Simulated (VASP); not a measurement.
# BN (F-43m) in VASP: a series of runs, part 3 of 3

VASP 6.6.1. Earlier steps stand in the parts before.

## (5) Single point, PBEsol (volume scaled by 1.02)

File INCAR:

```
ALGO = Normal ; EDIFF = 1E-6
ENCUT = 520 ; GGA = PS
ISIF = 2 ; ISMEAR = -1
LASPH = T ; LCHARG = F
LREAL = F ; LWAVE = F
NBANDS = 11 ; NELM = 60
PREC = Accurate ; SIGMA = 0.03
```

File KPOINTS:

```
k-points
0
Gamma
  13 13 13
```

File POSCAR:

```
BN
1.0
    0.0000000000      1.8194705475      1.8194705475
    1.8194705475      0.0000000000      1.8194705475
    1.8194705475      1.8194705475      0.0000000000
B N
1 1
Direct
    0.0000000000      0.0000000000      0.0000000000
    0.7500000000      0.7500000000      0.7500000000
```

Potentials or basis: VASP PAW PBE potentials, release 64 (B, N).

On the command line:

```sh
$ cat potpaw_PBE.64/B/POTCAR potpaw_PBE.64/N/POTCAR > POTCAR
$ mpirun -np 1 vasp_std > vasp.out
```

OUTCAR:

```text
EDIFF = 1E-6
   ENCUT = 520
   GGA = PS
   ISIF = 2
   ISMEAR = -1
   LASPH = T
   LREAL = F
   NELM = 60
   PREC = Accurate

 ion  position               nearest neighbor table
   1  0.000  0.000  0.000-   2 1.58   2 1.58   2 1.58   2 1.58
   2  0.750  0.750  0.750-   1 1.58   1 1.58   1 1.58   1 1.58

  LATTYP: Found a face centered cubic cell.
 ALAT       =     3.6389410950

  Lattice vectors:

 A1 = (   0.0000000000,   1.8194705475,   1.8194705475)
 A2 = (   1.8194705475,   0.0000000000,   1.8194705475)
 A3 = (   1.8194705475,   1.8194705475,   0.0000000000)

Analysis of symmetry for initial positions (statically):
=====================================================================
 Subroutine PRICEL returns:
 Original cell was already a primitive cell.

 Routine SETGRP: Setting up the symmetry group for a
 face centered cubic supercell.

 Subroutine GETGRP returns: Found 24 space group operations
 (whereof 24 operations were pure point group operations)
 out of a pool of 48 trial point group operations.

The static configuration has the point symmetry T_d .

Analysis of symmetry for dynamics (positions and initial velocities):
=====================================================================
 Subroutine PRICEL returns:
 Original cell was already a primitive cell.

 Routine SETGRP: Setting up the symmetry group for a
 face centered cubic supercell.

 Subroutine GETGRP returns: Found 24 space group operations
 (whereof 24 operations were pure point group operations)
 out of a pool of 48 trial point group operations.

The dynamic configuration has the point symmetry T_d .

 Subroutine INISYM returns: Found 24 space group operations
 (whereof 24 operations are pure point group operations),
 and found     1 'primitive' translations

----------------------------------------------------------------------------------------

[... 117 lines left out ...]
   GGA     = PS    functional components
   LHFCALC =     F    Hartree Fock is set to
   AEXX    =    0.0000 exact exchange contribution
   IVDW    =     0    specifies the selected vdW correction
   LEPSILON=     F    determine dielectric tensor
   LRPA    =     F    only Hartree local field effects (RPA)
 non-spin polarized calculation
  energy-cutoff  :      520.00
  volume of cell :       12.05
 maximum number of plane-waves:       334
   NGX =  9   NGY =  9   NGZ =  9

 number of electron       8.0000000 magnetization

 Free energy of the ion-electron system (eV)
  ---------------------------------------------------
  ext. energy  EPLUGINS =         0.00000000
  ---------------------------------------------------
  free energy    TOTEN  =       -18.33805043 eV

  energy without entropy =      -18.33805043  energy(sigma->0) =      -18.33805043

 E-fermi :   7.8060     XC(G=0): -12.9198

 val. band max:        7.1208144602   @ k =   0.0000   0.0000   0.0000
 cond. band min:      11.4510670914   @ k =   0.4615   0.4615   0.0000
 fundamental gap:      4.3302526312
 Fermi energy:         7.8060140078

 k-point     1 :       0.0000    0.0000    0.0000
  band No.  band energies     occupation
      1     -12.9081      2.00000
      2       7.1208      2.00000
      3       7.1208      2.00000
      4       7.1208      2.00000
      5      15.7898      0.00000
      6      15.7898      0.00000
      7      15.7898      0.00000
      8      17.0708      0.00000
      9      31.2620      0.00000
     10      34.5687      0.00000
     11      34.5687      0.00000
[... 309 lines left out ...]
 k-point    24 :       0.4615    0.1538    0.0000
  band No.  band energies     occupation
      1      -8.9720      2.00000
      2      -2.0669      2.00000
      3       3.8890      2.00000
      4       4.3290      2.00000
      5      15.7945      0.00000
      6      18.9516      0.00000
      7      19.4196      0.00000
      8      21.4715      0.00000
      9      27.5361      0.00000
     10      32.8706      0.00000
     11      34.7079      0.00000

 [... further k-points ...]

------------------------ aborting loop because EDIFF is reached ----------------------------------------

  FORCE on cell =-STRESS in cart. coord.  units (eV):
  Direction    XX          YY          ZZ          XY          YZ          ZX
  --------------------------------------------------------------------------------------
  -------------------------------------------------------------------------------------
  Total       -0.7201103     -0.7201103     -0.7201103      0.0000000      0.0000000     -0.0000000
  in kB      -95.7733128    -95.7733128    -95.7733128      0.0000000      0.0000000     -0.0000000
  external PRESSURE =     -95.7733128 kB  Pullay stress =       0.0000000 kB

 VOLUME and BASIS-vectors are now :
 -----------------------------------------------------------------------------
  energy-cutoff  :      520.00
  volume of cell :       12.05
      direct lattice vectors                 reciprocal lattice vectors
     0.000000000  1.819470547  1.819470547    -0.274805218  0.274805218  0.274805218
     1.819470547  0.000000000  1.819470547     0.274805218 -0.274805218  0.274805218
     1.819470547  1.819470547  0.000000000     0.274805218  0.274805218 -0.274805218

 POSITION                                       TOTAL-FORCE (eV/Angst)
 -----------------------------------------------------------------------------------
      0.00000      0.00000      0.00000         0.000000      0.000000      0.000000
      2.72921      2.72921      2.72921        -0.000000     -0.000000     -0.000000
 -----------------------------------------------------------------------------------
    total drift:                               -0.000000     -0.000000     -0.000000

  FREE ENERGIE OF THE ION-ELECTRON SYSTEM (eV)
  ---------------------------------------------------
  free  energy   TOTEN  =       -18.3380504301 eV

  energy  without entropy=      -18.3380504301  energy(sigma->0) =      -18.33805043
```

Run time: 15 s. Hardware: 1 thread of Intel Xeon 8259CL, shared host; peak memory 0.12 GiB.

What came out:

| Quantity | Value |
| --- | --- |
| Free energy | -18.3381 eV |
| Pressure | -9.6 GPa |
| Band gap on the k mesh | 4.33 eV, indirect (least direct gap 8.67 eV) |

Levels at points of the mesh, in eV from the valence-band top:
```tsv
k point	band 1	band 2	band 3	band 4	band 5	band 6	band 7	band 8	band 9
(0.00, 0.00, 0.00)	-20.03	0.00	0.00	0.00	8.67	8.67	8.67	9.95	24.14
```

Caveat: the PAW data sets were made with another functional, which shifts forces and pressure a little.

## (6) Single point, PBEsol (volume scaled by 1.06)

File INCAR:

```
SYSTEM = BN
  PREC = Accurate
  ENCUT = 520
  EDIFF = 1E-7
  ISMEAR = -1
  SIGMA = 0.03
  LREAL = .False.
  LASPH = .True.
  NELM = 100
  ALGO = Normal
  ISIF = 2
  LWAVE = .False.
  LCHARG = .False.
  GGA = PS
  NBANDS = 11
```

File KPOINTS:

```
Automatic mesh
0
Gamma
  13 13 13
  0 0 0
```

File POSCAR:

```
BN
1.0
    0.0000000000      1.8429501765      1.8429501765
    1.8429501765      0.0000000000      1.8429501765
    1.8429501765      1.8429501765      0.0000000000
B N
1 1
Direct
    0.0000000000      0.0000000000      0.0000000000
    0.7500000000      0.7500000000      0.7500000000
```

Potentials or basis: VASP PAW PBE potentials, release 64 (B, N).

On the command line:

```sh
$ cat potpaw_PBE.64/B/POTCAR potpaw_PBE.64/N/POTCAR > POTCAR
$ mpirun -np 1 vasp_std > vasp.out
```

Wall time 17 s (1 thread of Intel Xeon 8259CL, shared host); peak memory 0.12 GiB.

It converged, with:

- Free energy: -18.2915 eV
- Pressure: -22.2 GPa
- Band gap on the k mesh: 4.29 eV, indirect (least direct gap 8.49 eV)

Levels at points of the mesh, in eV from the valence-band top:
```tsv
k point	band 2	band 3	band 4	band 5	band 6	band 7
(0.00, 0.00, 0.00)	0.00	0.00	0.00	8.49	8.49	8.49
```

Caveat: the PAW data sets were made with another functional, which shifts forces and pressure a little. A k mesh can miss the band edges.

## (7) Overview

| cell | gap on the mesh (eV) | pressure (GPa) |
| --- | --- | --- |
| a = 2.548 Å, angles 60.0°, 2 atoms | 4.36 | 1.5 |
| a = 2.565 Å, angles 60.0°, 2 atoms | 4.34 | -6.0 |
| a = 2.590 Å, angles 60.0°, 2 atoms | 4.31 | -16.2 |
| a = 2.573 Å, angles 60.0°, 2 atoms | 4.33 | -9.6 |
| a = 2.606 Å, angles 60.0°, 2 atoms | 4.29 | -22.2 |

Alike in all rows: task single point; level PBEsol; potentials or basis VASP PAW PBE potentials, release 64 (B, N); no spin polarisation; k mesh 13 × 13 × 13; cutoff (eV) 520; smearing fermi-dirac 0.03 eV.

Caveats: the PAW data sets were made with another functional, which shifts forces and pressure a little.

Absolute energies hang on the potentials; compare differences alone.
